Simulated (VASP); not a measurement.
PbSe: single point with B3LYP5

Crystal: PbSe.

```xyz
2
Lattice="0.0000 2.9982 2.9982 2.9982 0.0000 2.9982 2.9982 2.9982 0.0000" Properties=species:S:1:pos:R:3 pbc="T T T"
Pb    0.0000    0.0000    0.0000
Se    2.9982    2.9982    2.9982
```

* Program: VASP 6.6.1
* Task: single point
* Functional: B3LYP5
* Potentials or basis: VASP PAW PBE potentials, release 64 (Pb_d, Se)
* Cutoff: 520 eV
* k mesh: 4 × 4 × 4
* Occupations: fermi-dirac, width 0.05 eV
* Spin: no spin polarisation
* Dipole correction: no
* Grid for exact exchange (PRECFOCK): Normal
* Further INCAR settings: ALGO = Normal; EDIFF = 1e-06; NBANDS = 17
* Share of exact exchange: 0.2

| Property | Result |
| --- | --- |
| Pressure | 9.1 GPa |
| Band gap on the k mesh | 1.03 eV |

Levels at points of the mesh, in eV from the valence-band top:
```tsv
k point	band 7	band 8	band 9	band 10	band 11	band 12	band 13	band 14
(0.00, 0.00, 0.00)	-6.70	-2.54	-2.54	-2.54	5.89	5.89	5.89	7.60
(0.50, 0.00, 0.00)	-10.05	-2.03	-2.03	0.00	1.03	2.39	2.39	10.07
(0.50, 0.50, 0.00)	-8.18	-6.10	-4.10	-4.10	4.58	6.98	6.98	7.55
```

Run time: 15 min on 1 thread of Intel Xeon 8259CL, on a shared host, peak memory 0.19 GiB.

Caveat: the k points lie up to 0.45 Å⁻¹ apart; the PAW data sets were made with another functional, which shifts forces and pressure a little; spin-orbit coupling is left out, which moves the levels of the heavy elements. A k mesh can miss the band edges.
